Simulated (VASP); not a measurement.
TiN (titanium nitride):

```
Ti N
1.0
     0.00000    2.12200    2.12200
     2.12200    0.00000    2.12200
     2.12200    2.12200    0.00000
Ti N
1 1
Direct
  0.00000 0.00000 0.00000
  0.50000 0.50000 0.50000
```

| Item | Value |
| --- | --- |
| Program | VASP 6.6.1 |
| Task | relaxation of cell and atoms |
| Functional | LDA |
| Potentials or basis | VASP PAW LDA potentials, release 64 (Ti_sv, N) |
| Cutoff | 600 eV |
| k mesh | 16 × 16 × 16 |
| Occupations | gaussian, width 0.1 eV |
| Spin | no spin polarisation |

At the start: pressure -13.9 GPa; volume 9.56 Å³/atom.

How do energy, volume and symmetry change on relaxing?

Over 7 steps the energy falls by 20.5 meV/atom and the volume is 9.10 Å³/atom (-4.7 %); space group Fm-3m (No. 225, to 0.05 Å).

Step by step:
```
step  energy change (eV)  largest force (eV/Å)  pressure (GPa)  volume (Å³)
   1              0.0000                0.0000          -13.94        19.11
   2              0.0640                0.0000           27.53        16.90
   3             -0.0410                0.0000           -0.30        18.22
   4             -0.0410                0.0000           -0.05        18.21
   5             -0.0410                0.0000            0.26        18.19
   6             -0.0410                0.0000           -0.30        18.22
   7             -0.0410                0.0000           -0.02        18.20
```

Final structure:
```
CELL_PARAMETERS angstrom
0.00000 2.08791 2.08791
2.08791 0.00000 2.08791
2.08791 2.08791 0.00000
ATOMIC_POSITIONS crystal
Ti 0.00000 0.00000 0.00000
N 0.50000 0.50000 0.50000
```
